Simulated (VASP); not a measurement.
Here is a VASP 6.6.1 calculation.

INCAR

```
SYSTEM = BeBi
PREC = Accurate ; ENCUT = 520
EDIFF = 1E-7 ; ISMEAR = 0
SIGMA = 0.1 ; LREAL = .False.
LASPH = .True. ; NELM = 60
ALGO = Normal ; ISIF = 2
LWAVE = .False. ; LCHARG = .False.
GGA = PE ; NBANDS = 25
```

KPOINTS

```
Automatic mesh
0
Gamma
  4 4 4
  0 0 0
```

The input POSCAR:

```
BeBi
1.0
    0.0000000000      3.4543621015      3.4543621015
    3.4543621015      0.0000000000      3.4543621015
    3.4543621015      3.4543621015      0.0000000000
Be Bi
2 2
Direct
    0.5000000000      0.5000000000      0.5000000000
    0.7500000000      0.7500000000      0.7500000000
    0.0000000000      0.0000000000      0.0000000000
    0.2500000000      0.2500000000      0.2500000000
```

Potentials or basis: VASP PAW PBE potentials, release 64 (Be, Bi_d).

The run is started by

```bash
$ cat potpaw_PBE.64/Be/POTCAR potpaw_PBE.64/Bi_d/POTCAR > POTCAR
$ mpirun -np 1 vasp_std > vasp.out
```

(1) Predict the pressure.

(2) Estimate the band gap on the k mesh.

Results:

(1) 8.6 GPa.

(2) zero (band 17 reaches 10.89 eV, above the bottom of band 18 at 6.27 eV).

Caveat: the k points lie up to 0.39 Å⁻¹ apart; spin-orbit coupling is left out, which moves the levels of the heavy elements.
